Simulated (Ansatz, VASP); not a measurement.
# Two plane-wave programs on WS2

```
W S
1.0
     3.18852    0.00000    0.00000
    -1.59426    2.76134    0.00000
     0.00000    0.00000   16.95067
W S
1 2
Direct
  0.33333 0.66667 0.00000
  0.66667 0.33333 0.90732
  0.66667 0.33333 0.09268
```

Alike in both runs: task single point; functional PBE; k mesh 12 × 12 × 2; occupations gaussian, width 0.02 eV; no spin polarisation.

|  | VASP | Ansatz |
| --- | --- | --- |
| version | VASP 6.6.1 | Ansatz 0.2.0 |
| potentials or method | VASP PAW PBE potentials, release 64 (W_sv, S), cutoff 520 eV | scalar-relativistic, plane waves, PAW |
| valence electrons in the cell | 26 | 26 |

|  | VASP | Ansatz | Ansatz less VASP |
| --- | --- | --- | --- |
| gap on the k mesh at the Fermi level (eV) | 1.81 | 1.81 | -0.003 |
| least direct gap on the mesh (eV) | 1.81 | 1.81 | -0.003 |

Neither program's run includes spin-orbit coupling.
